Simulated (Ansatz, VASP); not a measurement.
## Two plane-wave programs on CdTe4

```xyz
5
Lattice="5.5369 0.0000 0.0000 0.0000 5.5369 0.0000 0.0000 0.0000 5.5369" Properties=species:S:1:pos:R:3 pbc="T T T"
Cd    0.0000    0.0000    0.0000
Te    1.6514    1.6514    1.6514
Te    3.8855    3.8855    1.6514
Te    1.6514    3.8855    3.8855
Te    3.8855    1.6514    3.8855
```

Change from the starting cell: species swapped into the SnI4 type (P-43m, No. 215).

Alike in both runs: functional PBE; k mesh 4 × 4 × 4; occupations gaussian, width 0.1 eV; no spin polarisation.

Ansatz relaxed the structure, and its values are those at the end. VASP's run is a single point on that final structure, the one shown.

|  | VASP | Ansatz |
| --- | --- | --- |
| version | VASP 6.6.1 | Ansatz 0.2.0 |
| potentials or method | VASP PAW PBE potentials, release 64 (Cd, Te), cutoff 520 eV | scalar-relativistic, plane waves, PAW |
| valence electrons in the cell | 36 | 84 |

Ansatz gave:

* gap on the k mesh at the Fermi level (eV): none
* pressure (GPa): -0.1
* rms of the force components (eV/Å): 0.032

Question: Estimate VASP's values.

Answer: gap on the k mesh at the Fermi level (eV): none; pressure (GPa): 0.0; rms of the force components (eV/Å): 0.045.

A gap of «none» marks a metal or a gap that the smearing closes. With one functional, cell and mesh, what is left measures potentials, basis and numerics. VASP's potentials hold 36 valence electrons a cell and Ansatz's 84, so a difference there can come from the potentials and not from the codes.

Neither program's run includes spin-orbit coupling.
